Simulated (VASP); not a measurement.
# NaCl (P2_1/m) in VASP: relaxation of shape and atoms at fixed volume with PBE+D3(BJ)

Aim: the relaxation of shape and atoms at fixed volume of NaCl with PBE+D3(BJ).

Everything below comes from runs of VASP 6.6.1. Logs are shortened: lines on timing, memory, paths and dates and some standing lists are left out, and cuts for length are marked.

## Step 1: The cell of the first run

It takes space group P2_1/m (No. 11, monoclinic). Conventional cell: a = 4.669 Å, b = 5.687 Å, c = 4.732 Å, α = 90.00°, β = 116.81°, γ = 90.00°. Na (site symmetry m) has 5 Cl at 2.76 to 2.84 Å within 3.6 Å. Within 3.6 Å of Cl (site symmetry m) lie 5 Na at 2.76 to 2.84 Å.

## Step 2: Relaxation of shape and atoms at fixed volume, PBE+D3(BJ) (28.04 Å³/atom)

INCAR

```
SYSTEM = NaCl
PREC     = Accurate       ! precision mode
ENCUT    = 600            ! plane-wave cutoff, eV
EDIFF    = 1E-6           ! SCF threshold, eV
ISMEAR   = 0              ! smearing method
SIGMA    = 0.02           ! smearing width, eV
LREAL    = .False.        ! projectors in reciprocal space
LASPH    = .True.         ! aspherical terms in the spheres
NELM     = 100            ! most SCF steps
ALGO     = Normal         ! electronic algorithm
ISIF     = 4              ! what is computed and relaxed
LWAVE    = .False.        ! write WAVECAR
LCHARG   = .False.        ! write CHGCAR
GGA      = PE             ! functional
IVDW     = 12             ! dispersion correction
IBRION   = 2              ! ionic algorithm
NSW      = 50             ! ionic steps
EDIFFG   = -0.01          ! ionic threshold
```

KPOINTS

```
regular mesh
0
Gamma
  6 4 6
  0 0 0
```

POSCAR

```
NaCl
1.0
    4.6693796614      0.0000000000      0.0000000000
    0.0000000000      5.6866080556      0.0000000000
   -2.1344682133      0.0000000000      4.2235347814
Na Cl
2 2
Direct
    0.3303002175      0.7500000000      0.1727299337
    0.6696997825      0.2500000000      0.8272700663
    0.6713427262      0.7500000000      0.8241100717
    0.3286572738      0.2500000000      0.1758899283
```

Potentials or basis: VASP PAW PBE potentials, release 64 (Na_pv, Cl).

Command:

```console
> cat potpaw_PBE.64/Na_pv/POTCAR potpaw_PBE.64/Cl/POTCAR > POTCAR
> mpirun -np 1 vasp_std > vasp.out
```

OUTCAR:

```text
SYSTEM = NaCl
   PREC = Accurate
   ENCUT = 600
   EDIFF = 1E-6
   ISMEAR = 0
   LREAL = .False.
   LASPH = .True.
   NELM = 100
   ISIF = 4
   GGA = PE
   IVDW = 12
   IBRION = 2
   NSW = 50
   EDIFFG = -0.01
 IVDW          = 12

 ion  position               nearest neighbor table
   1  0.330  0.750  0.173-
   2  0.670  0.250  0.827-
   3  0.671  0.750  0.824-
   4  0.329  0.250  0.176-

  LATTYP: Found a simple monoclinic cell.
 ALAT       =     4.6693796614
 B/A-ratio  =     1.2178508641
 C/A-ratio  =     1.0134646263
 COS(beta)  =    -0.4510471152

  Lattice vectors:

 A1 = (   4.6693796614,   0.0000000000,   0.0000000000)
 A2 = (   0.0000000000,   5.6866080556,   0.0000000000)
 A3 = (  -2.1344682133,   0.0000000000,   4.2235347814)

Analysis of symmetry for initial positions (statically):
=====================================================================
 Subroutine PRICEL returns:
 Original cell was already a primitive cell.

 Routine SETGRP: Setting up the symmetry group for a
 simple monoclinic supercell.

 Subroutine GETGRP returns: Found  4 space group operations
 (whereof  2 operations were pure point group operations)
 out of a pool of  4 trial point group operations.

The static configuration has the point symmetry S_2 .
 The point group associated with its full space group is C_2h.

Analysis of symmetry for dynamics (positions and initial velocities):
=====================================================================
 Subroutine PRICEL returns:
 Original cell was already a primitive cell.

 Routine SETGRP: Setting up the symmetry group for a
 simple monoclinic supercell.

 Subroutine GETGRP returns: Found  4 space group operations
 (whereof  2 operations were pure point group operations)
 out of a pool of  4 trial point group operations.

The dynamic configuration has the point symmetry S_2 .
 The point group associated with its full space group is C_2h.

 Subroutine INISYM returns: Found  4 space group operations
 (whereof  2 operations are pure point group operations),
 and found     1 'primitive' translations

----------------------------------------------------------------------------------------

                                     Primitive cell

  volume of cell :     112.1472

  direct lattice vectors                    reciprocal lattice vectors
     4.669379661  0.000000000  0.000000000     0.214161210  0.000000000  0.108231687
     0.000000000  5.686608056  0.000000000     0.000000000  0.175851754  0.000000000
    -2.134468213  0.000000000  4.223534781     0.000000000  0.000000000  0.236768501

  length of vectors
[... 85 lines left out ...]
   NELM   =    100;   NELMIN=  2; NELMDL= -5     # of ELM steps
   EDIFF  = 0.1E-05   stopping-criterion for ELM
   LREAL  =      F    real-space projection
   EDIFFG = -.1E-01   stopping-criterion for IOM
   NSW    =     50    number of steps for IOM
   IBRION =      2    ionic relax: 0-MD 1-quasi-New 2-CG
   NFREE  =      1    steps in history (QN), initial steepest desc. (CG)
   ISIF   =      4    stress and relaxation
   ISYM   =      2    0-nonsym 1-usesym 2-fastsym
   POTIM  = 0.5000    time-step for ionic-motion
   TEBEG  =    0.0;   TEEND  =   0.0 temperature during run
   PSTRESS=    0.0 pullay stress
   NELECT =      28.0000    total number of electrons
   NUPDOWN=      -1.0000    fix difference up-down
   EMIN   =  10.00;   EMAX   =-10.00  energy-range for DOS
   EFERMI =   0.00;   METHOD = LEGACY
   ISMEAR =     0;   SIGMA  =   0.02  broadening in eV -4-tet -1-fermi 0-gaus
   EFERMI_NEDOS =   21; number of points for ismear=-14 and -15
   IALGO  =     38    algorithm
   IMIX   =      4    mixing-type and parameters
     AMIX     =   0.40;   BMIX     =  1.00
     AMIX_MAG =   1.60;   BMIX_MAG =  1.00
  volume/ion in A,a.u.               =      28.04       189.20
  Fermi-wavevector in a.u.,A,eV,Ry     =   1.030856  1.948035 14.458422  1.062664
  Thomas-Fermi vector in A             =   2.164975
   LORBIT       =      0    0 simple, 1 ext, 2 COOP (PROOUT), +10 PAW based schemes
   GGA     = PE    functional components
   LHFCALC =     F    Hartree Fock is set to
   AEXX    =    0.0000 exact exchange contribution
   IVDW    =    12    specifies the selected vdW correction
   LEPSILON=     F    determine dielectric tensor
   LRPA    =     F    only Hartree local field effects (RPA)
 conjugate gradient relaxation of ions
 non-spin polarized calculation
 Gauss-broadening in eV      SIGMA  =   0.02
  energy-cutoff  :      600.00
  volume of cell :      112.15
 maximum number of plane-waves:      3766
 NGX is ok and might be reduce to    40
   NGX = 19   NGY = 23   NGZ = 19

--------------------------------------- Ionic step        1  -------------------------------------------

 number of electron      28.0000001 magnetization

 Free energy of the ion-electron system (eV)
  ---------------------------------------------------
  ext. energy  EPLUGINS =         0.00000000
  ---------------------------------------------------
  free energy    TOTEN  =       -13.42881511 eV

  energy without entropy =      -13.42881511  energy(sigma->0) =      -13.42881511

------------------------ aborting loop because EDIFF is reached ----------------------------------------

 Edisp (eV)   -0.66002

 E8    (eV) :    -0.2737
[... 111 lines left out ...]
  FREE ENERGIE OF THE ION-ELECTRON SYSTEM (eV)
  ---------------------------------------------------
  free  energy   TOTEN  =       -14.0892317074 eV

  energy  without entropy=      -14.0892317074  energy(sigma->0) =      -14.08923171

[... ionic steps 4 to 9 ...]

--------------------------------------- Ionic step       10  -------------------------------------------

 number of electron      27.9999999 magnetization

------------------------ aborting loop because EDIFF is reached ----------------------------------------
[... 79 lines left out ...]
--------------------------------------- Ionic step       12  -------------------------------------------

 number of electron      28.0000000 magnetization

 Free energy of the ion-electron system (eV)
  ---------------------------------------------------
  ext. energy  EPLUGINS =         0.00000000
  ---------------------------------------------------
  free energy    TOTEN  =       -13.43184948 eV

  energy without entropy =      -13.43184948  energy(sigma->0) =      -13.43184948

 E-fermi :  -1.7582     XC(G=0):  -7.0568

 val. band max:       -1.8806705502   @ k =   0.0000   0.0000   0.0000
 cond. band min:       2.8554542935   @ k =   0.0000   0.0000   0.0000
 fundamental gap:      4.7361248438
 Fermi energy:        -1.7582409591

 k-point     1 :       0.0000    0.0000    0.0000
  band No.  band energies     occupation
      1     -22.8285      2.00000
      2     -22.8272      2.00000
      3     -22.8263      2.00000
      4     -22.8220      2.00000
      5     -22.8207      2.00000
      6     -22.8095      2.00000
[... 481 lines left out ...]
      5     -22.8219      2.00000
      6     -22.8126      2.00000
[... 10 lines left out ...]
     17       7.2314      0.00000
     18       7.4969      0.00000

 [... further k-points ...]

------------------------ aborting loop because EDIFF is reached ----------------------------------------

 Edisp (eV)   -0.65948

 E8    (eV) :    -0.2733
[... 27 lines left out ...]
  FREE ENERGIE OF THE ION-ELECTRON SYSTEM (eV)
  ---------------------------------------------------
  free  energy   TOTEN  =       -14.0913338923 eV

  energy  without entropy=      -14.0913338923  energy(sigma->0) =      -14.09133389

 reached required accuracy - stopping structural energy minimisation
```

OSZICAR:

```text
N       E                     dE             d eps       ncg     rms          rms(c)
DAV:   1     0.269194706835E+03    0.26919E+03   -0.14918E+04  2160   0.168E+03
DAV:   2     0.138281198914E+02   -0.25537E+03   -0.24769E+03  2686   0.381E+02
DAV:   3    -0.131108628287E+02   -0.26939E+02   -0.26447E+02  2364   0.128E+02
DAV:   4    -0.139675404055E+02   -0.85668E+00   -0.85610E+00  2848   0.252E+01
[... 94 lines left out ...]
DAV:   2    -0.134334497513E+02    0.24826E-02   -0.11585E-02  2390   0.924E-01    0.270E-01
DAV:   3    -0.134318823209E+02    0.15674E-02   -0.16402E-03  2638   0.313E-01    0.621E-02
DAV:   4    -0.134318451250E+02    0.37196E-04   -0.17528E-04  3066   0.117E-01    0.260E-02
DAV:   5    -0.134318488118E+02   -0.36868E-05   -0.12612E-05  2292   0.298E-02    0.429E-03
DAV:   6    -0.134318494782E+02   -0.66643E-06   -0.95488E-07  1948   0.862E-03
  12 F= -.14091334E+02 E0= -.14091334E+02  d E =-.461076E-03
```

CONTCAR:

```text
NaCl
   1.00000000000000
     4.7904043164861019    0.0000000000000000   -0.0934854485215497
     0.0000000000000000    5.6659407409451461    0.0000000000000000
    -2.2741906718281748    0.0000000000000000    4.1762293924461806
  Na              Cl
     2     2
Direct
     0.3324368225045671    0.7500000000000000    0.1651934424430516
     0.6675631774954327    0.2500000000000000    0.8348065575569483
     0.6694002884937907    0.7500000000000000    0.8333386243837285
     0.3305997115062091    0.2500000000000000    0.1666613756162716

  0.00000000E+00  0.00000000E+00  0.00000000E+00
  0.00000000E+00  0.00000000E+00  0.00000000E+00
  0.00000000E+00  0.00000000E+00  0.00000000E+00
  0.00000000E+00  0.00000000E+00  0.00000000E+00
```

Wall time 7 min (1 thread of Intel Xeon 6975P-C (Granite Rapids), shared host); peak memory 0.36 GiB.

Results:

```
Free energy                  : -14.0913 eV
Energy gained by relaxing    : 0.6 meV/atom
Ionic steps                  : 12
Pressure after relaxing      : -1.0 GPa
Largest force after relaxing : 0.007 eV/Å
Band gap on the k mesh       : 4.74 eV
Dispersion energy per atom   : -0.165 eV
```

Forces on the atoms (eV/Å):
```
Na  -0.001  0.000  0.003
Na   0.001  0.000 -0.003
Cl  -0.006  0.000  0.003
Cl   0.006  0.000 -0.003
```

The path:
```csv
step,energy change (eV),largest force (eV/Å),pressure (GPa),volume (Å³)
1,0.0000,0.0096,-1.10,112.15
2,-0.0001,0.0107,-1.10,112.15
3,-0.0004,0.0144,-1.09,112.15
4,-0.0004,0.0218,-1.06,112.15
5,-0.0005,0.0186,-1.07,112.15
6,-0.0007,0.0159,-1.07,112.15
7,-0.0011,0.0113,-1.06,112.15
8,-0.0017,0.0041,-1.05,112.15
9,-0.0020,0.0244,-1.03,112.15
10,-0.0020,0.0167,-1.03,112.15
11,-0.0024,0.0112,-1.03,112.15
12,-0.0025,0.0069,-1.03,112.15
```

Final structure:
```cif
data_structure
_symmetry_space_group_name_H-M 'P 1'
_symmetry_Int_Tables_number 1
_cell_length_a 4.7913
_cell_length_b 5.6659
_cell_length_c 4.7553
_cell_angle_alpha 90.000
_cell_angle_beta 119.689
_cell_angle_gamma 90.000
_cell_volume 112.15
loop_
_atom_site_label
_atom_site_type_symbol
_atom_site_fract_x
_atom_site_fract_y
_atom_site_fract_z
_atom_site_occupancy
Na1 Na 0.33244 0.75000 0.16519 1
Na2 Na 0.66756 0.25000 0.83481 1
Cl1 Cl 0.66940 0.75000 0.83334 1
Cl2 Cl 0.33060 0.25000 0.16666 1
```

A k mesh can miss the band edges.
